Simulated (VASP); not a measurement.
A run of VASP 6.6.1 is set up as follows.

File INCAR:

```
ALGO     = Normal         # electronic algorithm
EDIFF    = 1E-6           # SCF threshold, eV
ENCUT    = 500            # plane-wave cutoff, eV
GGA      = PE             # functional
GGA_COMPAT= False        
ISIF     = 2              # what is computed and relaxed
ISMEAR   = 0              # smearing method
LASPH    = True           # aspherical terms in the spheres
LCHARG   = True           # write CHGCAR
LELF     = True           # ELF
LREAL    = False          # projectors in reciprocal space
LVHAR    = True         
LWAVE    = False          # write WAVECAR
NBANDS   = 15             # bands
NELM     = 120            # most SCF steps
PREC     = Accurate       # precision mode
SIGMA    = 0.01           # smearing width, eV
```

KPOINTS

```
k-points
0
Gamma
  4 4 4
```

The input POSCAR:

```
BaS
1.0
    0.0000000000      3.2219765200      3.2219765200
    3.2219765200      0.0000000000      3.2219765200
    3.2219765200      3.2219765200      0.0000000000
Ba S
1 1
Direct
    0.0000000000      0.0000000000      0.0000000000
    0.5000000000      0.5000000000      0.5000000000
```

Potentials or basis: VASP PAW PBE potentials, release 64 (Ba_sv, S).

Launch:

```bash
$ cat potpaw_PBE.64/Ba_sv/POTCAR potpaw_PBE.64/S/POTCAR > POTCAR
$ mpirun -np 1 vasp_std > vasp.out
```

Estimate the pressure.

0.3 GPa.

Estimate the band gap on the k mesh.

2.15 eV, indirect (least direct gap 2.30 eV).

Caveat: the k points lie up to 0.42 Å⁻¹ apart; spin-orbit coupling is left out, which moves the levels of the heavy elements. PBE gaps usually lie below the measured ones, often by a third to a half.
